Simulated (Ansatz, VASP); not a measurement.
## W3C in VASP and in Ansatz

Contents of INCAR:

```
SYSTEM = W3C
PREC = Accurate ; ENCUT = 520
EDIFF = 1E-6 ; ISMEAR = 0
SIGMA = 0.1 ; LREAL = .FALSE.
LASPH = .TRUE. ; NELM = 100
ALGO = Normal ; ISIF = 2
LWAVE = .FALSE. ; LCHARG = .FALSE.
LDIPOL = .TRUE. ; IDIPOL = 3
DIPOL = 0.5 0.5 0.367 ; GGA = PE
NBANDS = 31
```

Contents of KPOINTS:

```
Automatic mesh
0
G
  9 9 1
  0 0 0
```

File POSCAR:

```
W3C
1.0
    2.8545944806      0.0000000000      0.0000000000
   -1.4272972403      2.4721513377      0.0000000000
    0.0000000000      0.0000000000     21.6971108210
W C
3 1
Direct
    0.6666666667      0.3333333333      0.1843563428
    0.3333333333      0.6666666667      0.2926027619
    0.0000000000      0.0000000000      0.4008418859
    0.7777777778     -0.7777777778      0.5911898099
```

Input for Ansatz:

```yaml
crystal:
  lattice:
    - [2.8545944806, 0.0, 0.0]
    - [-1.4272972403, 2.4721513377, 0.0]
    - [0.0, 0.0, 21.697110821]
  atoms:
    - { symbol: W, position: [0.6666666667, 0.3333333333, 0.1843563428] }
    - { symbol: W, position: [0.3333333333, 0.6666666667, 0.2926027619] }
    - { symbol: W, position: [0.0, 0.0, 0.4008418859] }
    - { symbol: C, position: [0.7777777778, -0.7777777778, 0.5911898099] }
basis:
  ecutwfc: 420
kpoints:
  mp_grid: { grid: [9, 9, 1] }
hamiltonian:
  xc: pbe
scf:
  occupations: { method: gaussian, width: 0.1 }
output:
  forces: true
  eigenvalues: true
efield:
  axis: 3
  dipole_correction: true
  ramp_width: 0.04
```

Alike in both runs: task single point; functional PBE; k mesh 9 × 9 × 1; occupations gaussian, width 0.1 eV; no spin polarisation.

|  | VASP | Ansatz |
| --- | --- | --- |
| version | VASP 6.6.1 | Ansatz 0.2.0 |
| potentials or method | VASP PAW PBE potentials, release 64 (W_sv, C), cutoff 520 eV | scalar-relativistic, plane waves, PAW |
| valence electrons in the cell | 46 | 46 |

Ansatz gave:

- gap on the k mesh at the Fermi level (eV): none
- rms of the force components (eV/Å): 0.097

Question: Estimate VASP's values.

Answer: gap on the k mesh at the Fermi level (eV): none; rms of the force components (eV/Å): 0.103.

Atom by atom the forces differ by 0.009 eV/Å (rms over components). A gap of «none» marks a metal or a gap that the smearing closes. With one functional, cell and mesh, what is left measures potentials, basis and numerics. Ansatz's warnings: vacuum density over bound.

Spin-orbit coupling is off throughout.
